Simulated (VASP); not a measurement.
# Si3Se2 in VASP: notebook

The runs below take Si3Se2 through single point, relaxation of cell and atoms, with PBE.

Everything below comes from runs of VASP 6.6.1. Logs are shortened: lines on timing, memory, paths and dates and some standing lists are left out, and cuts for length are marked.

## (1) The cell of the first run

The typed cell holds 5 atoms: a = 4.823 Å, b = 4.823 Å, c = 7.308 Å, α = 90.00°, β = 90.00°, γ = 120.00°.

## (2) Single point, PBE

Input file INCAR:

```
SYSTEM = Si3Se2
PREC = Accurate
ENCUT = 520
EDIFF = 1E-7
ISMEAR = 0
SIGMA = 0.1
LREAL = .FALSE.
LASPH = .TRUE.
NELM = 100
ALGO = Normal
ISIF = 2
LWAVE = .FALSE.
LCHARG = .FALSE.
GGA = PE
NBANDS = 20
```

Input file KPOINTS:

```
regular mesh
0
G
  6 6 4
  0 0 0
```

Input file POSCAR:

```
Si3Se2
1.0
    4.8230127054      0.0000000000      0.0000000000
   -2.4115063527      4.1768515257      0.0000000000
    0.0000000000      0.0000000000      7.3081875605
Si Se
3 2
Direct
   -0.0002196410      0.3693555283      0.0000000000
    0.6306444717      0.6304248307      0.0000000000
    0.3695751693      1.0002196410      0.0000000000
    0.0000000000      0.0000000000      0.2453049965
    0.0000000000      0.0000000000      0.7546950035
```

Potentials or basis: VASP PAW PBE potentials, release 64 (Si, Se).

Launch:

```sh
cat potpaw_PBE.64/Si/POTCAR potpaw_PBE.64/Se/POTCAR > POTCAR
mpirun -np 1 vasp_std > vasp.out
```

OUTCAR:

```text
SYSTEM = Si3Se2
   PREC = Accurate
   ENCUT = 520
   EDIFF = 1E-7
   ISMEAR = 0
   LREAL = .FALSE.
   LASPH = .TRUE.
   NELM = 100
   ISIF = 2
   GGA = PE

 ion  position               nearest neighbor table
   1  1.000  0.369  0.000-   4 2.53   5 2.53   2 2.65   3 2.65   2 2.65   3 2.65   3 3.09   2 3.09

   2  0.631  0.630  0.000-   4 2.53   5 2.53   1 2.65   3 2.65   1 2.65   3 2.65   3 3.09   1 3.09

   3  0.370  0.000  0.000-   4 2.53   5 2.53   1 2.65   2 2.65   2 2.65   1 2.65   1 3.09   2 3.09

   4  0.000  0.000  0.245-   3 2.53   1 2.53   2 2.53
   5  0.000  0.000  0.755-   3 2.53   1 2.53   2 2.53

  LATTYP: Found a hexagonal cell.
 ALAT       =     4.8230127054
 C/A-ratio  =     1.5152743745

  Lattice vectors:

 A1 = (   4.8230127054,   0.0000000000,   0.0000000000)
 A2 = (  -2.4115063527,   4.1768515257,   0.0000000000)
 A3 = (   0.0000000000,   0.0000000000,   7.3081875605)

Analysis of symmetry for initial positions (statically):
=====================================================================
 Subroutine PRICEL returns:
 Original cell was already a primitive cell.

 Routine SETGRP: Setting up the symmetry group for a
 hexagonal supercell.

 Subroutine GETGRP returns: Found  6 space group operations
 (whereof  6 operations were pure point group operations)
 out of a pool of 24 trial point group operations.

The static configuration has the point symmetry C_3h.

Analysis of symmetry for dynamics (positions and initial velocities):
=====================================================================
 Subroutine PRICEL returns:
 Original cell was already a primitive cell.

 Routine SETGRP: Setting up the symmetry group for a
 hexagonal supercell.

 Subroutine GETGRP returns: Found  6 space group operations
 (whereof  6 operations were pure point group operations)
 out of a pool of 24 trial point group operations.

The dynamic configuration has the point symmetry C_3h.

 Subroutine INISYM returns: Found  6 space group operations
 (whereof  6 operations are pure point group operations),
 and found     1 'primitive' translations

----------------------------------------------------------------------------------------

                                     Primitive cell

  volume of cell :     147.2235

  direct lattice vectors                    reciprocal lattice vectors
[... 90 lines left out ...]
   ENCUT  =  520.0 eV  38.22 Ry    6.18 a.u.   8.97  8.97 13.59*2*pi/ulx,y,z
   NELM   =    100;   NELMIN=  2; NELMDL= -5     # of ELM steps
   EDIFF  = 0.1E-06   stopping-criterion for ELM
   LREAL  =      F    real-space projection
   EDIFFG = 0.1E-05   stopping-criterion for IOM
   NSW    =      0    number of steps for IOM
   IBRION =     -1    ionic relax: 0-MD 1-quasi-New 2-CG
   NFREE  =      0    steps in history (QN), initial steepest desc. (CG)
   ISIF   =      2    stress and relaxation
   ISYM   =      2    0-nonsym 1-usesym 2-fastsym
   POTIM  = 0.5000    time-step for ionic-motion
   TEBEG  =    0.0;   TEEND  =   0.0 temperature during run
   PSTRESS=    0.0 pullay stress
   NELECT =      24.0000    total number of electrons
   NUPDOWN=      -1.0000    fix difference up-down
   EMIN   =  10.00;   EMAX   =-10.00  energy-range for DOS
   EFERMI =   0.00;   METHOD = LEGACY
   ISMEAR =     0;   SIGMA  =   0.10  broadening in eV -4-tet -1-fermi 0-gaus
   EFERMI_NEDOS =   21; number of points for ismear=-14 and -15
   IALGO  =     38    algorithm
   IMIX   =      4    mixing-type and parameters
     AMIX     =   0.40;   BMIX     =  1.00
     AMIX_MAG =   1.60;   BMIX_MAG =  1.00
  volume/ion in A,a.u.               =      29.44       198.70
  Fermi-wavevector in a.u.,A,eV,Ry     =   0.894306  1.689994 10.881714  0.799783
  Thomas-Fermi vector in A             =   2.016494
   LORBIT       =      0    0 simple, 1 ext, 2 COOP (PROOUT), +10 PAW based schemes
   GGA     = PE    functional components
   LHFCALC =     F    Hartree Fock is set to
   AEXX    =    0.0000 exact exchange contribution
   IVDW    =     0    specifies the selected vdW correction
   LEPSILON=     F    determine dielectric tensor
   LRPA    =     F    only Hartree local field effects (RPA)
 non-spin polarized calculation
 Gauss-broadening in eV      SIGMA  =   0.10
  energy-cutoff  :      520.00
  volume of cell :      147.22
 maximum number of plane-waves:      3987
   NGX = 17   NGY = 17   NGZ = 27

 number of electron      24.0000001 magnetization

 Free energy of the ion-electron system (eV)
  ---------------------------------------------------
  ext. energy  EPLUGINS =         0.00000000
  ---------------------------------------------------
  free energy    TOTEN  =       -21.56662802 eV

  energy without entropy =      -21.54550068  energy(sigma->0) =      -21.55606435

 E-fermi :   3.3507     XC(G=0):  -7.7011

 val. band max:        3.3485220374   @ k =   0.3333   0.1667   0.2500
 cond. band min:       3.3884704800   @ k =   0.5000   0.0000   0.5000
 fundamental gap:      0.0399484426
 Fermi energy:         3.3506585860

 k-point     1 :       0.0000    0.0000    0.0000
  band No.  band energies     occupation
      1     -12.0154      2.00000
      2     -10.5742      2.00000
      3      -6.8728      2.00000
      4      -2.9237      2.00000
      5      -2.9237      2.00000
      6      -1.9493      2.00000
[... 541 lines left out ...]
     19       7.7500      0.00000
     20       8.0852      0.00000

------------------------ aborting loop because EDIFF is reached ----------------------------------------

  FORCE on cell =-STRESS in cart. coord.  units (eV):
  Direction    XX          YY          ZZ          XY          YZ          ZX
  --------------------------------------------------------------------------------------
  -------------------------------------------------------------------------------------
  Total       -0.0721593     -0.0721593      0.0087947     -0.0000000      0.0000000      0.0000000
  in kB       -0.7852823     -0.7852823      0.0957090     -0.0000001      0.0000000      0.0000000
  external PRESSURE =      -0.4916185 kB  Pullay stress =       0.0000000 kB

 VOLUME and BASIS-vectors are now :
 -----------------------------------------------------------------------------
  energy-cutoff  :      520.00
  volume of cell :      147.22
      direct lattice vectors                 reciprocal lattice vectors
     4.823012705  0.000000000  0.000000000     0.207339284  0.119707391  0.000000000
    -2.411506353  4.176851526  0.000000000     0.000000000  0.239414783  0.000000000
     0.000000000  0.000000000  7.308187561     0.000000000  0.000000000  0.136832832

 POSITION                                       TOTAL-FORCE (eV/Angst)
 -----------------------------------------------------------------------------------
      3.93125      1.54274      0.00000         0.009539     -0.007902     -0.000000
      1.52133      2.63319      0.00000         0.002074      0.012212      0.000000
      1.78194      0.00092      0.00000        -0.011613     -0.004310      0.000000
      0.00000      0.00000      1.79273         0.000000     -0.000000     -0.030676
      0.00000      0.00000      5.51545         0.000000     -0.000000      0.030676
 -----------------------------------------------------------------------------------
    total drift:                               -0.000001     -0.000001      0.000000

  FREE ENERGIE OF THE ION-ELECTRON SYSTEM (eV)
  ---------------------------------------------------
  free  energy   TOTEN  =       -21.5666280199 eV

  energy  without entropy=      -21.5455006779  energy(sigma->0) =      -21.55606435
```

stdout:

```text
POSCAR found type information on POSCAR SiSe
 POSCAR found :  2 types and       5 ions
 scaLAPACK will be used
 LDA part: xc-table for (Slater+PW92), standard interpolation
 POSCAR, INCAR and KPOINTS ok, starting setup
 FFT: planning ... GRIDC
 FFT: planning ... GRID_SOFT
 FFT: planning ... GRID
 WAVECAR not read
 entering main loop
```

Run time: 29 s. Hardware: 1 thread of Intel Xeon 6975P-C (Granite Rapids), shared host; peak memory 0.26 GiB.

Results:

```yaml
Free_energy: -21.5666 eV
Pressure: 0.0 GPa
Largest_force: 0.031 eV/Å
Band_gap_on_the_k_mesh: zero (band 12 reaches 3.51 eV, above the bottom of band 13 at 2.25 eV)
```

Forces on the atoms (eV/Å):
```
Si   0.010 -0.008  0.000
Si   0.002  0.012  0.000
Si  -0.012 -0.004  0.000
Se   0.000  0.000 -0.031
Se   0.000  0.000  0.031
```

Caveat: this functional lacks dispersion, which binds the layers, so the pressure and a relaxed spacing across them are unreliable.

## (3) Single point, PBE

Input file INCAR:

```
ALGO = Normal
EDIFF = 1E-7
ENCUT = 520
GGA = PE
ISIF = 2
ISMEAR = 0
LASPH = T
LCHARG = T
LELF = T
LREAL = F
LVHAR = T
LWAVE = F
NBANDS = 20
NELM = 80
PREC = Accurate
SIGMA = 0.1
```

Input file KPOINTS:

```
k-points
0
Gamma
  12 12 6
```

Input file POSCAR:

```
Si3Se2
1.0
    4.8234026798      0.0000000000      0.0000000000
   -2.4117013399      4.1771892534      0.0000000000
    0.0000000000      0.0000000000      7.3138629071
Si Se
3 2
Direct
    0.0000000000      0.3691895415      0.0000000000
    0.6308104585      0.6308104585      0.0000000000
    0.3691895415      0.0000000000      0.0000000000
    0.0000000000      0.0000000000      0.2450403545
    0.0000000000      0.0000000000      0.7549596455
```

Potentials or basis: VASP PAW PBE potentials, release 64 (Si, Se).

Launch:

```sh
cat potpaw_PBE.64/Si/POTCAR potpaw_PBE.64/Se/POTCAR > POTCAR
mpirun -np 1 vasp_std > vasp.out
```

OUTCAR:

```text
EDIFF = 1E-7
   ENCUT = 520
   GGA = PE
   ISIF = 2
   ISMEAR = 0
   LASPH = T
   LREAL = F
   NELM = 80
   PREC = Accurate

 ion  position               nearest neighbor table
   1  0.000  0.369  0.000-   4 2.53   5 2.53   2 2.65   2 2.65   3 2.65   3 2.65   3 3.08   2 3.08

   2  0.631  0.631  0.000-   4 2.53   5 2.53   1 2.65   1 2.65   3 2.65   3 2.65   3 3.08   1 3.08

   3  0.369  0.000  0.000-   4 2.53   5 2.53   1 2.65   2 2.65   2 2.65   1 2.65   1 3.08   2 3.08

   4  0.000  0.000  0.245-   3 2.53   2 2.53   1 2.53
   5  0.000  0.000  0.755-   3 2.53   2 2.53   1 2.53

  LATTYP: Found a hexagonal cell.
 ALAT       =     4.8234026798
 C/A-ratio  =     1.5163284910

  Lattice vectors:

 A1 = (   4.8234026798,   0.0000000000,   0.0000000000)
 A2 = (  -2.4117013399,   4.1771892534,   0.0000000000)
 A3 = (   0.0000000000,   0.0000000000,   7.3138629071)

Analysis of symmetry for initial positions (statically):
[... 178 lines left out ...]
  energy without entropy =      -21.52898560  energy(sigma->0) =      -21.53975782

 E-fermi :   3.3675     XC(G=0):  -7.6968

 val. band max:        3.3671805758   @ k =   0.2500   0.2500   0.3333
 cond. band min:       3.3701993859   @ k =   0.5000  -0.0000   0.1667
 fundamental gap:      0.0030188101
 Fermi energy:         3.3674638218

 k-point     1 :       0.0000    0.0000    0.0000
  band No.  band energies     occupation
      1     -12.0265      2.00000
      2     -10.5822      2.00000
      3      -6.8771      2.00000
      4      -2.9384      2.00000
      5      -2.9384      2.00000
      6      -1.9606      2.00000
[... 541 lines left out ...]
     19       7.2238      0.00000
     20       7.7476      0.00000

 [... further k-points ...]

------------------------ aborting loop because EDIFF is reached ----------------------------------------

  FORCE on cell =-STRESS in cart. coord.  units (eV):
  Direction    XX          YY          ZZ          XY          YZ          ZX
  --------------------------------------------------------------------------------------
  -------------------------------------------------------------------------------------
  Total        0.0308984      0.0308984      0.0310998      0.0000000     -0.0000000      0.0000000
  in kB        0.3359405      0.3359405      0.3381297      0.0000000     -0.0000000      0.0000000
  external PRESSURE =       0.3366702 kB  Pullay stress =       0.0000000 kB

 VOLUME and BASIS-vectors are now :
 -----------------------------------------------------------------------------
  energy-cutoff  :      520.00
  volume of cell :      147.36
      direct lattice vectors                 reciprocal lattice vectors
     4.823402680  0.000000000  0.000000000     0.207322520  0.119697713  0.000000000
    -2.411701340  4.177189253  0.000000000     0.000000000  0.239395426  0.000000000
     0.000000000  0.000000000  7.313862907     0.000000000  0.000000000  0.136726654

 POSITION                                       TOTAL-FORCE (eV/Angst)
 -----------------------------------------------------------------------------------
     -0.89037      1.54217      0.00000        -0.001649      0.002857      0.000000
      1.52133      2.63501      0.00000        -0.001649     -0.002857     -0.000000
      1.78075      0.00000      0.00000         0.003299     -0.000000      0.000000
      0.00000      0.00000      1.79219         0.000000     -0.000000      0.006298
      0.00000      0.00000      5.52167         0.000000      0.000000     -0.006298
 -----------------------------------------------------------------------------------
    total drift:                               -0.000001     -0.000001      0.000000

  FREE ENERGIE OF THE ION-ELECTRON SYSTEM (eV)
  ---------------------------------------------------
  free  energy   TOTEN  =       -21.5505300314 eV

  energy  without entropy=      -21.5289856001  energy(sigma->0) =      -21.53975782
```

OSZICAR:

```text
N       E                     dE             d eps       ncg     rms          rms(c)
DAV:   1     0.920393819996E+02    0.92039E+02   -0.91367E+03  3040   0.965E+02
DAV:   2    -0.140611146134E+02   -0.10610E+03   -0.10310E+03  4012   0.156E+02
DAV:   3    -0.217721558379E+02   -0.77110E+01   -0.76059E+01  3848   0.424E+01
DAV:   4    -0.219204099111E+02   -0.14825E+00   -0.14788E+00  3912   0.679E+00
DAV:   5    -0.219234741660E+02   -0.30643E-02   -0.30638E-02  3944   0.996E-01    0.696E+00
DAV:   6    -0.216330504996E+02    0.29042E+00   -0.49353E-01  3580   0.279E+00    0.390E+00
DAV:   7    -0.215492539570E+02    0.83797E-01   -0.23176E-01  3760   0.195E+00    0.962E-01
DAV:   8    -0.215494685505E+02   -0.21459E-03   -0.15795E-02  4024   0.607E-01    0.317E-01
DAV:   9    -0.215500612266E+02   -0.59268E-03   -0.17528E-03  3376   0.208E-01    0.835E-02
DAV:  10    -0.215503222500E+02   -0.26102E-03   -0.27971E-04  3724   0.803E-02    0.323E-02
DAV:  11    -0.215505085483E+02   -0.18630E-03   -0.28965E-04  3144   0.777E-02    0.152E-02
DAV:  12    -0.215505193448E+02   -0.10796E-04   -0.99627E-06  4048   0.164E-02    0.734E-03
DAV:  13    -0.215505290373E+02   -0.96925E-05   -0.10744E-05  3324   0.161E-02    0.242E-03
DAV:  14    -0.215505297673E+02   -0.73007E-06   -0.94144E-07  3784   0.483E-03    0.952E-04
DAV:  15    -0.215505299768E+02   -0.20941E-06   -0.25503E-07  3048   0.260E-03    0.371E-04
DAV:  16    -0.215505300314E+02   -0.54680E-07   -0.28260E-08  2680   0.937E-04
   1 F= -.21550530E+02 E0= -.21539758E+02  d E =-.215444E-01
```

stdout:

```text
POSCAR found type information on POSCAR SiSe
 POSCAR found :  2 types and       5 ions
 scaLAPACK will be used
 LDA part: xc-table for (Slater+PW92), standard interpolation
 POSCAR, INCAR and KPOINTS ok, starting setup
 FFT: planning ... GRIDC
 FFT: planning ... GRID_SOFT
 FFT: planning ... GRID
 WAVECAR not read
 entering main loop
```

Wall time 83 s (1 thread of Intel Xeon 6975P-C (Granite Rapids), shared host); peak memory 0.36 GiB.

Results:

```
Free energy            : -21.5505 eV
Pressure               : 0.0 GPa
Largest force          : 0.006 eV/Å
Band gap on the k mesh : zero (band 12 reaches 3.63 eV, above the bottom of band 13 at 2.24 eV)
```

Forces on the atoms (eV/Å):
```
Si  -0.002  0.003  0.000
Si  -0.002 -0.003  0.000
Si   0.003  0.000  0.000
Se   0.000  0.000  0.006
Se   0.000  0.000 -0.006
```

Caveat: this functional lacks dispersion, which binds the layers, so the pressure and a relaxed spacing across them are unreliable.

## (4) Relaxation of cell and atoms, PBE

Input file INCAR:

```
  ALGO = Normal
  EDIFF = 1E-6
  EDIFFG = -0.01
  ENCUT = 600
  GGA = PE
  IBRION = 2
  ISIF = 3
  ISMEAR = 0
  LASPH = True
  LCHARG = False
  LREAL = False
  LWAVE = False
  NELM = 80
  NSW = 100
  PREC = Accurate
  SIGMA = 0.1
```

KPOINTS is that of step 3.

Input file POSCAR:

```
Si3Se2
1.0
    4.8230127054      0.0000000000      0.0000000000
   -2.4115063527      4.1768515257      0.0000000000
    0.0000000000      0.0000000000      7.3081875605
Si Se
3 2
Direct
    0.0000000000      0.3694653488      0.0000000000
    0.6305346512      0.6305346512      0.0000000000
    0.3694653488      0.0000000000      0.0000000000
    0.0000000000      0.0000000000      0.2453049965
    0.0000000000      0.0000000000      0.7546950035
```

Launch:

```sh
cat potpaw_PBE.64/Si/POTCAR potpaw_PBE.64/Se/POTCAR > POTCAR
mpirun -np 1 vasp_std > vasp.out
```

It took 1.8 min on 1 thread of Intel Xeon 6975P-C (Granite Rapids), shared host; peak memory 0.44 GiB.

Results (log left out):

```
Free energy                            : -21.5507 eV
Relaxed volume                         : 29.46 Å³/atom
Relaxed cell                           : a = 4.824 Å, b = 4.824 Å, c = 7.308 Å, α = 90.00°, β = 90.00°, γ = 120.00°
Space group after relaxing (to 0.05 Å) : P-62m (No. 189)
Energy gained by relaxing              : 0.0 meV/atom
Ionic steps                            : 2
Pressure after relaxing                : 0.0 GPa
Largest force after relaxing           : 0.006 eV/Å
Band gap on the k mesh                 : zero (band 12 reaches 3.64 eV, above the bottom of band 13 at 2.25 eV)
```

Forces in eV/Å, atoms in the order of the input:
```
Si   0.003 -0.005  0.000
Si   0.003  0.005  0.000
Si  -0.006  0.000  0.000
Se   0.000  0.000 -0.003
Se   0.000  0.000  0.003
```

Final structure:
```
Si Se
1.0
     4.82428    0.00000    0.00000
    -2.41214    4.17795    0.00000
     0.00000    0.00000    7.30826
Si Se
3 2
Direct
  0.00000 0.36935 0.00000
  0.63065 0.63065 0.00000
  0.36935 0.00000 0.00000
  0.00000 0.00000 0.24528
  0.00000 0.00000 0.75472
```

Levels at points of the mesh, in eV from the Fermi level:
| k point | band 10 | band 11 | band 12 | band 13 | band 14 | band 15 |
| --- | --- | --- | --- | --- | --- | --- |
| (0.00, 0.00, 0.00) | -3.70 | -3.70 | -3.58 | -0.57 | 0.39 | 0.39 |
| (0.50, 0.00, 0.00) | -2.90 | -1.28 | -0.07 | 0.21 | 0.96 | 2.07 |
| (0.00, 0.00, 0.50) | -4.01 | -3.79 | -3.79 | -1.12 | 0.67 | 0.67 |
| (0.50, 0.00, 0.50) | -2.70 | -1.12 | 0.02 | 0.39 | 1.12 | 1.67 |

Caveat: this functional lacks dispersion, which binds the layers, so the pressure and a relaxed spacing across them are unreliable.

## (5) Overview

| task | cell | k mesh | cutoff (eV) | gap on the mesh (eV) | pressure (GPa) | largest force (eV/Å) |
| --- | --- | --- | --- | --- | --- | --- |
| single point | a = 4.823, b = 4.823, c = 7.308 Å, angles 90.0, 90.0, 120.0°, 5 atoms | 6 × 6 × 4 | 520 | none | 0.0 | 0.03 |
| single point | a = 4.823, b = 4.823, c = 7.314 Å, angles 90.0, 90.0, 120.0°, 5 atoms | 12 × 12 × 6 | 520 | none | 0.0 | 0.01 |
| relaxation of cell and atoms | relaxed from a = 4.823, b = 4.823, c = 7.308 Å, angles 90.0, 90.0, 120.0°, 5 atoms | 12 × 12 × 6 | 600 | none | 0.0 | 0.01 |

Alike in all rows: level PBE; potentials or basis VASP PAW PBE potentials, release 64 (Si, Se); no spin polarisation; smearing gaussian 0.1 eV.

Caveats: this functional lacks dispersion, which binds the layers, so the pressure and a relaxed spacing across them are unreliable.

Total energies depend on the potentials used, so only differences within one code and one set of settings carry meaning.
